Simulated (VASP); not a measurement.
# Ge (P1) in VASP: a series of runs, part 2 of 2

VASP 6.6.1.

## 3. Single point, PBE

Contents of INCAR:

```
SYSTEM = Ge
PREC     = Accurate       ! precision mode
ENCUT    = 520            ! plane-wave cutoff, eV
EDIFF    = 1E-6           ! SCF threshold, eV
ISMEAR   = -1             ! smearing method
SIGMA    = 0.3            ! smearing width, eV
LREAL    = Auto         
LASPH    = .TRUE.         ! aspherical terms in the spheres
NELM     = 100            ! most SCF steps
ALGO     = Normal         ! electronic algorithm
ISIF     = 2              ! what is computed and relaxed
LWAVE    = .FALSE.        ! write WAVECAR
LCHARG   = .FALSE.        ! write CHGCAR
GGA      = PE             ! functional
NBANDS   = 126            ! bands
```

Contents of KPOINTS:

```
Automatic mesh
0
G
  2 2 2
  0 0 0
```

Contents of POSCAR:

```
Ge
1.0
    0.0000000000      5.7528030000      5.7528030000
    5.7528030000      0.0000000000      5.7528030000
    5.7528030000      5.7528030000      0.0000000000
Ge
16
Direct
   -0.0118550905     -0.0465338375     -0.1200458281
    0.2212486678     -0.0452996565      0.0357738654
    0.1146571506      0.1247218095      0.4093830434
    0.2572224357      0.1545594382      0.6865435858
   -0.1139618374      0.4258272011     -0.0938672852
    0.0728427516      0.5562766533      0.1341693780
   -0.1352384220      0.5016163425      0.5149489736
    0.0472117679      0.6940442772      0.5298460594
    0.5071440826      0.0751285938     -0.0205812714
    0.5371381568      0.1732807468      0.1870479486
    0.6012112704     -0.1264166355      0.5589362264
    0.8131601239      0.0250747331      0.5773794097
    0.5422487090      0.6597740267     -0.0355391972
    0.7163029918      0.6641371172      0.1918629927
    0.3790239297      0.4784363379      0.5848366440
    0.3052077396      0.6825194605      0.7414298734
```

Potentials or basis: VASP PAW PBE potentials, release 64 (Ge_d).

On the command line:

```console
$ cat potpaw_PBE.64/Ge_d/POTCAR > POTCAR
$ mpirun -np 1 vasp_std > vasp.out
```

OUTCAR:

```text
SYSTEM = Ge
   PREC = Accurate
   ENCUT = 520
   EDIFF = 1E-6
   ISMEAR = -1
   LREAL = Auto
   LASPH = .TRUE.
   NELM = 100
   ISIF = 2
   GGA = PE

 ion  position               nearest neighbor table
   1  0.988  0.953  0.880-  16 2.58   4 2.74   2 2.76   6 2.78
   2  0.221  0.955  0.036-   4 2.41  13 2.55   9 2.71   1 2.76
   3  0.115  0.125  0.409-  12 2.46
   4  0.257  0.155  0.687-   2 2.41  11 2.68   1 2.74  15 2.87
   5  0.886  0.426  0.906-  13 2.43   8 2.83
   6  0.073  0.556  0.134-  14 2.43   7 2.61  16 2.73   1 2.78
   7  0.865  0.502  0.515-   6 2.61   8 2.71  11 2.78  14 2.87
   8  0.047  0.694  0.530-  12 2.49  15 2.50   7 2.71   5 2.83
   9  0.507  0.075  0.979-  10 2.35   2 2.71
  10  0.537  0.173  0.187-   9 2.35  11 2.88
  11  0.601  0.874  0.559-  12 2.66   4 2.68  13 2.77   7 2.78  16 2.88  10 2.88
  12  0.813  0.025  0.577-   3 2.46   8 2.49  11 2.66
  13  0.542  0.660  0.964-   5 2.43   2 2.55  11 2.77  14 2.86
  14  0.716  0.664  0.192-   6 2.43  13 2.86   7 2.87
  15  0.379  0.478  0.585-  16 2.26   8 2.50   4 2.87
  16  0.305  0.683  0.741-  15 2.26   1 2.58   6 2.73  11 2.88

  LATTYP: Found a face centered cubic cell.
 ALAT       =    11.5056060000

  Lattice vectors:

 A1 = (   0.0000000000,   5.7528030000,   5.7528030000)
 A2 = (   5.7528030000,   0.0000000000,   5.7528030000)
 A3 = (   5.7528030000,   5.7528030000,   0.0000000000)

Analysis of symmetry for initial positions (statically):
=====================================================================
 Subroutine PRICEL returns:
 Original cell was already a primitive cell.

 Routine SETGRP: Setting up the symmetry group for a
 face centered cubic supercell.

 Subroutine GETGRP returns: Found  1 space group operations
 (whereof  1 operations were pure point group operations)
 out of a pool of 48 trial point group operations.

The static configuration has the point symmetry C_1 .

Analysis of symmetry for dynamics (positions and initial velocities):
=====================================================================
 Subroutine PRICEL returns:
 Original cell was already a primitive cell.

 Routine SETGRP: Setting up the symmetry group for a
 face centered cubic supercell.

 Subroutine GETGRP returns: Found  1 space group operations
 (whereof  1 operations were pure point group operations)
 out of a pool of 48 trial point group operations.

The dynamic configuration has the point symmetry C_1 .

 Subroutine INISYM returns: Found  1 space group operations
 (whereof  1 operations are pure point group operations),
 and found     1 'primitive' translations

----------------------------------------------------------------------------------------

                                     Primitive cell

  volume of cell :     380.7751

  direct lattice vectors                    reciprocal lattice vectors
     0.000000000  5.752803000  5.752803000    -0.086914153  0.086914153  0.086914153
     5.752803000  0.000000000  5.752803000     0.086914153 -0.086914153  0.086914153
     5.752803000  5.752803000  0.000000000     0.086914153  0.086914153 -0.086914153

  length of vectors
     8.135692024  8.135692024  8.135692024     0.150539729  0.150539729  0.150539729
[... 67 lines left out ...]
  0.500000  0.000000  0.000000      1.000000
  0.000000  0.500000  0.000000      1.000000
  0.000000  0.000000  0.500000      1.000000
  0.500000  0.500000  0.500000      1.000000
  0.500000  0.500000  0.000000      1.000000
  0.000000  0.500000  0.500000      1.000000
  0.500000  0.000000  0.500000      1.000000
   k-points           NKPTS =      8   k-points in BZ     NKDIM =      8   number of bands    NBANDS=    126
   number of dos      NEDOS =    301   number of ions     NIONS =     16
   total plane-waves  NPLWV = 262144
   dimension x,y,z NGX =    64 NGY =   64 NGZ =   64
   dimension x,y,z NGXF=   128 NGYF=  128 NGZF=  128
   ions per type =              16
   NGX,Y,Z   is equivalent  to a cutoff of  13.08, 13.08, 13.08 a.u.
   NGXF,Y,Z  is equivalent  to a cutoff of  26.16, 26.16, 26.16 a.u.
 SYSTEM =  Ge
   PREC   = accura    normal or accurate (medium, high low for compatibility)
   ISTART =      0    job   : 0-new  1-cont  2-samecut
   ICHARG =      2    charge: 1-file 2-atom 10-const
   ISPIN  =      1    spin polarized calculation?
   LNONCOLLINEAR =      F non collinear calculations
   LSORBIT =      F    spin-orbit coupling
   LASPH  =      T    aspherical Exc in radial PAW
   ENCUT  =  520.0 eV  38.22 Ry    6.18 a.u.  15.13 15.13 15.13*2*pi/ulx,y,z
   NELM   =    100;   NELMIN=  2; NELMDL= -5     # of ELM steps
   EDIFF  = 0.1E-05   stopping-criterion for ELM
   LREAL  =      T    real-space projection
   EDIFFG = 0.1E-04   stopping-criterion for IOM
   NSW    =      0    number of steps for IOM
   IBRION =     -1    ionic relax: 0-MD 1-quasi-New 2-CG
   NFREE  =      0    steps in history (QN), initial steepest desc. (CG)
   ISIF   =      2    stress and relaxation
   ISYM   =      2    0-nonsym 1-usesym 2-fastsym
   POTIM  = 0.5000    time-step for ionic-motion
   TEBEG  =    0.0;   TEEND  =   0.0 temperature during run
   PSTRESS=    0.0 pullay stress
   NELECT =     224.0000    total number of electrons
   NUPDOWN=      -1.0000    fix difference up-down
   EMIN   =  10.00;   EMAX   =-10.00  energy-range for DOS
   EFERMI =   0.00;   METHOD = LEGACY
   ISMEAR =    -1;   SIGMA  =   0.30  broadening in eV -4-tet -1-fermi 0-gaus
   EFERMI_NEDOS =   21; number of points for ismear=-14 and -15
   IALGO  =     38    algorithm
   IMIX   =      4    mixing-type and parameters
     AMIX     =   0.40;   BMIX     =  1.00
     AMIX_MAG =   1.60;   BMIX_MAG =  1.00
  volume/ion in A,a.u.               =      23.80       160.60
  Fermi-wavevector in a.u.,A,eV,Ry     =   1.371728  2.592190 25.601235  1.881638
  Thomas-Fermi vector in A             =   2.497399
   LORBIT       =      0    0 simple, 1 ext, 2 COOP (PROOUT), +10 PAW based schemes
   GGA     = PE    functional components
   LHFCALC =     F    Hartree Fock is set to
   AEXX    =    0.0000 exact exchange contribution
   IVDW    =     0    specifies the selected vdW correction
   LEPSILON=     F    determine dielectric tensor
   LRPA    =     F    only Hartree local field effects (RPA)
 non-spin polarized calculation
  energy-cutoff  :      520.00
  volume of cell :      380.78
 maximum number of plane-waves:     10272
 NGX is ok and might be reduce to    64
   NGX = 31   NGY = 31   NGZ = 31

 number of electron     224.0000013 magnetization

 Free energy of the ion-electron system (eV)
  ---------------------------------------------------
  ext. energy  EPLUGINS =         0.00000000
  ---------------------------------------------------
  free energy    TOTEN  =       -64.99723797 eV

  energy without entropy =      -62.48851743  energy(sigma->0) =      -63.74287770

 E-fermi :   4.2615     XC(G=0):  -9.9252

 val. band max:        4.2577636163   @ k =   0.0000   0.5000   0.0000
 cond. band min:       4.2675890417   @ k =   0.5000   0.5000   0.0000
 fundamental gap:      0.0098254254
 Fermi energy:         4.2614834309

 k-point     1 :       0.0000    0.0000    0.0000
  band No.  band energies     occupation
      1     -20.5036      2.00000
      2     -20.4587      2.00000
      3     -20.4270      2.00000
      4     -20.4107      2.00000
      5     -20.4086      2.00000
      6     -20.4068      2.00000
[... 1005 lines left out ...]
    123       7.1307      0.00014
    124       7.4950      0.00004
 [bands above 124 left out]

------------------------ aborting loop because EDIFF is reached ----------------------------------------

  FORCE on cell =-STRESS in cart. coord.  units (eV):
  Direction    XX          YY          ZZ          XY          YZ          ZX
  --------------------------------------------------------------------------------------
  -------------------------------------------------------------------------------------
  Total        5.4618203      2.5205103     -3.3936738     -0.5062011      3.1866242      1.2558605
  in kB       22.9815592     10.6054854    -14.2794727     -2.1299290     13.4082756      5.2842516
  external PRESSURE =       6.4358573 kB  Pullay stress =       0.0000000 kB

 VOLUME and BASIS-vectors are now :
 -----------------------------------------------------------------------------
  energy-cutoff  :      520.00
  volume of cell :      380.78
      direct lattice vectors                 reciprocal lattice vectors
     0.000000000  5.752803000  5.752803000    -0.086914153  0.086914153  0.086914153
     5.752803000  0.000000000  5.752803000     0.086914153 -0.086914153  0.086914153
     5.752803000  5.752803000  0.000000000     0.086914153  0.086914153 -0.086914153

 POSITION                                       TOTAL-FORCE (eV/Angst)
 -----------------------------------------------------------------------------------
     10.54731     10.74681     11.16971         0.295837     -0.708016     -0.399086
      5.69800      1.47860      6.76500         0.939804      1.198131     -0.780809
      3.07260      3.01470      1.37710         0.093538      0.301768      1.114300
      4.83870      5.42930      2.36890        -0.339566     -1.191002      0.934283
      7.66250     10.31001      7.54690        -0.617810      0.477827      0.409877
      3.97200      1.19090      3.61920        -0.738351      0.741891      0.441638
[... 8 lines left out ...]
      6.11680      5.54490      4.93280        -2.623907     -0.116775     -0.510630
      8.19170      6.02110      5.68220         1.976981      0.747750      0.922529
 -----------------------------------------------------------------------------------
    total drift:                                0.000185      0.001281     -0.000962

  FREE ENERGIE OF THE ION-ELECTRON SYSTEM (eV)
  ---------------------------------------------------
  free  energy   TOTEN  =       -64.9972379697 eV

  energy  without entropy=      -62.4885174339  energy(sigma->0) =      -63.74287770
```

Wall time 18 min (1 thread of Intel Xeon Platinum 8259CL at 2.50GHz (Skylake/Cascade Lake), shared host); peak memory 0.66 GiB.

What came out:

| Property | Result |
| --- | --- |
| Free energy | -64.9972 eV |
| Pressure | 0.6 GPa |
| Largest force | 2.676 eV/Å |
| Band gap on the k mesh | zero (band 112 reaches 4.23 eV, above the bottom of band 113 at 4.18 eV) |

Forces in eV/Å, atoms in the order of the input:
```
Ge   0.296 -0.708 -0.399
Ge   0.940  1.198 -0.781
Ge   0.094  0.302  1.114
Ge  -0.340 -1.191  0.934
Ge  -0.618  0.478  0.410
Ge  -0.738  0.742  0.442
Ge   0.327  0.335 -0.033
Ge  -0.304  0.007 -0.293
Ge  -1.595 -0.726 -0.351
Ge   1.073  0.999  0.387
Ge  -0.167 -0.421 -0.138
Ge   0.988 -0.036 -0.748
Ge   0.128 -0.530 -0.221
Ge   0.563 -1.080 -0.736
Ge  -2.624 -0.117 -0.511
Ge   1.977  0.748  0.923
```

Caveat: the k points lie up to 0.47 Å⁻¹ apart; forces of over 1 eV/Å act on the atoms, so gaps and moduli don't describe the material at rest.

## 4. Single point, PBE

Contents of INCAR:

```
SYSTEM = Ge
PREC = Accurate ; ENCUT = 520
EDIFF = 1E-6 ; ISMEAR = -1
SIGMA = 0.3 ; LREAL = Auto
LASPH = .True. ; NELM = 80
ALGO = Normal ; ISIF = 2
LWAVE = .False. ; LCHARG = .True.
GGA = PE ; LELF = .True.
LVHAR = .True. ; NBANDS = 126
```

Contents of KPOINTS:

```
regular mesh
0
Gamma
  2 2 2
  0 0 0
```

Contents of POSCAR:

```
Ge
1.0
    0.0000000000      5.7528030000      5.7528030000
    5.7528030000      0.0000000000      5.7528030000
    5.7528030000      5.7528030000      0.0000000000
Ge
16
Direct
   -0.0043457076     -0.0685405010     -0.1245827469
    0.0185561717      0.0697138421      0.1983120229
    0.1294325566      0.1590007515      0.4026385051
    0.2544064172      0.2304876423      0.6685523561
   -0.0396241623      0.4352400039     -0.0873226495
    0.1366811970      0.4927337161      0.0673410857
   -0.0301070626      0.5644900408      0.4121295306
    0.0842198142      0.7036743653      0.5595185512
    0.4310768159     -0.0055625058      0.0395980881
    0.5684880918      0.1967214939      0.1358468211
    0.5857753168     -0.0704265382      0.5298721336
    0.7423250892      0.0913380834      0.6731588062
    0.4981832335      0.5809255071      0.0525222226
    0.7009974094      0.6205496694      0.2091502177
    0.4424451872      0.3999094007      0.5650636742
    0.4815044075      0.5997424212      0.6981987737
```

On the command line:

```console
$ cat potpaw_PBE.64/Ge_d/POTCAR > POTCAR
$ mpirun -np 1 vasp_std > vasp.out
```

Run time: 18 min. Hardware: 1 thread of Intel Xeon Platinum 8259CL at 2.50GHz (Skylake/Cascade Lake), shared host; peak memory 0.66 GiB.

It converged, with:

| Item | Value |
| --- | --- |
| Free energy | -64.9730 eV |
| Pressure | -1.7 GPa |
| Largest force | 4.783 eV/Å |
| Band gap on the k mesh | zero (band 112 reaches 4.30 eV, above the bottom of band 113 at 4.16 eV) |

Forces in eV/Å, atoms in the order of the input:
```
Ge  -0.044 -0.040 -0.033
Ge  -0.218  0.224 -0.060
Ge   0.178  0.344  0.048
Ge  -1.108 -1.123 -4.515
Ge   0.490 -0.354 -0.385
Ge  -0.051 -0.087  0.485
Ge   0.004 -0.110 -0.195
Ge   0.387 -0.205  0.218
Ge  -0.024  0.149  0.032
Ge  -0.215  0.272 -0.388
Ge  -0.088  0.015  0.264
Ge  -0.417  0.187 -0.253
Ge  -0.316 -0.039  0.004
Ge   0.263 -0.116 -0.057
Ge   0.436  0.742  4.689
Ge   0.724  0.142  0.146
```

Stress tensor (GPa, compression positive):
```
-2.64  0.39  1.28
 0.39 -2.66  0.34
 1.28  0.34  0.13
```

Levels at points of the mesh, in eV from the Fermi level:
| k point | band 109 | band 110 | band 111 | band 112 | band 113 | band 114 | band 115 | band 116 |
| --- | --- | --- | --- | --- | --- | --- | --- | --- |
| (0.00, 0.00, 0.00) | -0.34 | -0.22 | -0.15 | -0.04 | 0.04 | 0.15 | 0.37 | 0.55 |
| (0.50, 0.00, 0.00) | -0.69 | -0.58 | -0.50 | -0.40 | -0.15 | 0.13 | 0.53 | 0.71 |
| (0.00, 0.50, 0.00) | -0.81 | -0.70 | -0.36 | -0.29 | 0.06 | 0.08 | 0.70 | 0.87 |
| (0.00, 0.00, 0.50) | -0.69 | -0.62 | -0.51 | -0.01 | 0.22 | 0.31 | 0.54 | 0.76 |
| (0.50, 0.50, 0.50) | -0.73 | -0.59 | -0.45 | -0.31 | 0.04 | 0.28 | 0.42 | 0.75 |
| (0.50, 0.50, 0.00) | -0.72 | -0.41 | -0.15 | -0.02 | 0.12 | 0.32 | 0.59 | 0.99 |
| (0.00, 0.50, 0.50) | -0.63 | -0.51 | -0.35 | -0.01 | 0.14 | 0.26 | 0.58 | 0.97 |
| (0.50, 0.00, 0.50) | -0.60 | -0.40 | -0.16 | -0.09 | 0.23 | 0.26 | 0.39 | 0.92 |

Caveat: the k points lie up to 0.47 Å⁻¹ apart; forces of over 1 eV/Å act on the atoms, so gaps and moduli don't describe the material at rest.
